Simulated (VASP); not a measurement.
AlRu:

```xyz
2
Lattice="2.9916 0.0000 0.0000 0.0000 2.9916 0.0000 0.0000 0.0000 2.9916" Properties=species:S:1:pos:R:3 pbc="T T T"
Al    0.0000    0.0000    0.0000
Ru    1.4958    1.4958    1.4958
```

Base run:

```yaml
Program: VASP 6.6.1
Functional: PBEsol
Potentials_or_basis: VASP PAW PBE potentials, release 64 (Al, Ru_pv)
Cutoff: 520 eV
k_mesh: 11 × 11 × 11
Occupations: methfessel-paxton, width 0.1 eV
Spin: no spin polarisation
```

Its results: pressure -3.2 GPa.

**Question.** After a change of settings the same cell gave: pressure 6.0 GPa. Which change was it?
A. functional from PBEsol to r2SCAN; further incar settings from ALGO = Normal; EDIFF = 1e-07; NBANDS = 16 to ALGO = Normal; EDIFF = 1e-06; NBANDS = 16
B. functional from PBEsol to PBE; further incar settings from ALGO = Normal; EDIFF = 1e-07; NBANDS = 16 to ALGO = Normal; EDIFF = 1e-06; NBANDS = 16
C. functional from PBEsol to RPBE
D. functional from PBEsol to BLYP; further incar settings from ALGO = Normal; EDIFF = 1e-07; NBANDS = 16 to ALGO = Normal; EDIFF = 1e-06; NBANDS = 16

**Answer.** C.

RPBE binds less tightly than PBEsol, so the same cell stands under more pressure.

Caveats: the PAW data sets were made with another functional, which shifts forces and pressure a little.
